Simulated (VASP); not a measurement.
Here is a VASP 6.6.1 calculation.

File INCAR:

```
SYSTEM = Mg
PREC = Accurate ; ENCUT = 520
EDIFF = 1E-7 ; ISMEAR = -1
SIGMA = 0.1 ; LREAL = .False.
LASPH = .True. ; NELM = 100
ALGO = Normal ; ISIF = 2
LWAVE = .False. ; LCHARG = .False.
GGA = PE ; NBANDS = 9
```

Contents of KPOINTS:

```
Automatic mesh
0
Gamma
  9 9 5
  0 0 0
```

The input POSCAR:

```
Mg
1.0
    3.1953117277      0.0000000000      0.0000000000
   -1.5976558638      2.7672211292      0.0000000000
    0.0000000000      0.0000000000      5.1879445283
Mg
2
Direct
    0.3333333333      0.6666666667      0.2500000000
    0.6666666667      0.3333333333      0.7500000000
```

Potentials or basis: VASP PAW PBE potentials, release 64 (Mg).

Command:

```console
$ cat potpaw_PBE.64/Mg/POTCAR > POTCAR
$ mpirun -np 1 vasp_std > vasp.out
```

Question: Estimate the band gap on the k mesh.

Answer: Zero (band 2 reaches 3.62 eV, above the bottom of band 3 at 1.40 eV).

Question: Estimate the pressure.

Answer: -0.1 GPa.
